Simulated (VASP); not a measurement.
Write the native input for VASP 6.6.1 that does the following.

```
Task                   : single point
Functional             : PBEsol
Potentials or basis    : VASP PAW PBE potentials, release 64 (Al, N)
Cutoff                 : 520 eV
k mesh                 : 8 × 8 × 8
Occupations            : gaussian, width 0.05 eV
Spin                   : no spin polarisation
Dipole correction      : no
Further INCAR settings : ALGO = Normal; EDIFF = 1e-06; NBANDS = 26
```

The structure of AlN lies in POSCAR:

```
AlN
1.0
   -3.1135599857      0.0000000000      0.0000000000
    0.0000000000      5.3928440876      0.0000000000
    1.5567799928     -2.6964220438     -4.9833504711
Al N
4 4
Direct
    1.0275108110      0.3277655947      0.9984946880
    0.5275108110      0.8277655947      0.9984946880
    0.2209838770      0.9207290933      0.4984946880
    0.7209838770      0.4207290933      0.4984946880
    0.7830003891      0.1311996364      0.6165008612
    0.2830003891      0.6311996364      0.6165008612
    0.0835004721      0.7353012248      0.1165008612
    0.5835004721      0.2353012248      0.1165008612
```

This cell differs from its parent crystal: atoms displaced along a vibrational mode.

The input as run:

INCAR

```
ALGO     = Normal         # electronic algorithm
EDIFF    = 1E-6           # SCF threshold, eV
ENCUT    = 520            # plane-wave cutoff, eV
GGA      = PS             # functional
ISIF     = 2              # what is computed and relaxed
ISMEAR   = 0              # smearing method
LASPH    = True           # aspherical terms in the spheres
LCHARG   = False          # write CHGCAR
LREAL    = False          # projectors in reciprocal space
LWAVE    = False          # write WAVECAR
NBANDS   = 26             # bands
NELM     = 60             # most SCF steps
PREC     = Accurate       # precision mode
SIGMA    = 0.05           # smearing width, eV
```

KPOINTS

```
k-points
0
Gamma
  8 8 8
```

Potentials or basis: VASP PAW PBE potentials, release 64 (Al, N).

Launch:

```bash
$ cat potpaw_PBE.64/Al/POTCAR potpaw_PBE.64/N/POTCAR > POTCAR
$ mpirun -np 1 vasp_std > vasp.out
```

Results of the run:

| Item | Value |
| --- | --- |
| Pressure | 0.7 GPa |
| Largest force | 1.126 eV/Å |
| Band gap on the k mesh | 4.00 eV |

Caveat: the cell differs from its parent crystal (atoms displaced along a vibrational mode); the PAW data sets were made with another functional, which shifts forces and pressure a little.

It took 3.4 min on 1 thread of AMD EPYC 9R45 96-Core Processor (Zen 5), with other jobs on the host, peak memory 0.33 GiB.
